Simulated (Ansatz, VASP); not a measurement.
## Al in VASP and in Ansatz

The input INCAR:

```
ALGO     = Normal         # electronic algorithm
EDIFF    = 1E-6           # SCF threshold, eV
ENCUT    = 520            # plane-wave cutoff, eV
GGA      = PE             # functional
ISIF     = 2              # what is computed and relaxed
ISMEAR   = 0              # smearing method
IVDW     = 12             # dispersion correction
LASPH    = T              # aspherical terms in the spheres
LCHARG   = F              # write CHGCAR
LREAL    = F              # projectors in reciprocal space
LWAVE    = F              # write WAVECAR
NBANDS   = 14             # bands
NELM     = 60             # most SCF steps
PREC     = Accurate       # precision mode
SIGMA    = 0.15           # smearing width, eV
```

KPOINTS

```
k-points
0
Gamma
  18 18 6
```

File POSCAR:

```
Al
1.0
    2.7848525747      0.0000000000      0.0000000000
   -1.3924262874      2.4117530755      0.0000000000
    0.0000000000      0.0000000000      9.4414856841
Al
4
Direct
    0.0000000000      0.0000000000      0.0000000000
    0.3333333333      0.6666666667      0.2500000000
    0.0000000000      0.0000000000      0.5000000000
    0.6666666667      0.3333333333      0.7500000000
```

Input for Ansatz:

```yaml
crystal:
  lattice:
    - [2.7848525747, 0.0, 0.0]
    - [-1.3924262874, 2.4117530755, 0.0]
    - [0.0, 0.0, 9.4414856841]
  atoms:
    - { symbol: Al, position: [0.0, 0.0, 0.0] }
    - { symbol: Al, position: [0.3333333333, 0.6666666667, 0.25] }
    - { symbol: Al, position: [0.0, 0.0, 0.5] }
    - { symbol: Al, position: [0.6666666667, 0.3333333333, 0.75] }
basis:
  ecutwfc: 420
kpoints:
  mp_grid: { grid: [18, 18, 6] }
hamiltonian:
  xc: pbe
  dispersion: d3bj
scf:
  occupations: { method: gaussian, width: 0.15 }
output:
  forces: true
  stress: true
  eigenvalues: true
  write_density: true
  write_potential: true
  elf: true
  volumetric_format: npy
```

Alike in both runs: task single point; functional PBE; dispersion D3(BJ); k mesh 18 × 18 × 6; occupations gaussian, width 0.15 eV; no spin polarisation.

|  | VASP | Ansatz |
| --- | --- | --- |
| version | VASP 6.6.1 | Ansatz 0.2.0 |
| potentials or method | VASP PAW PBE potentials, release 64 (Al), cutoff 520 eV | scalar-relativistic, plane waves, PAW |
| valence electrons in the cell | 12 | 12 |

```tsv
	VASP	Ansatz	Ansatz less VASP
gap on the k mesh at the Fermi level (eV)	none	none	-
pressure (GPa)	0.1	0.1	+0.03
traceless stress, the component that is largest in VASP (GPa)	-2.16	-2.16	-0.006
```

A gap of «none» marks a metal or a gap that the smearing closes.
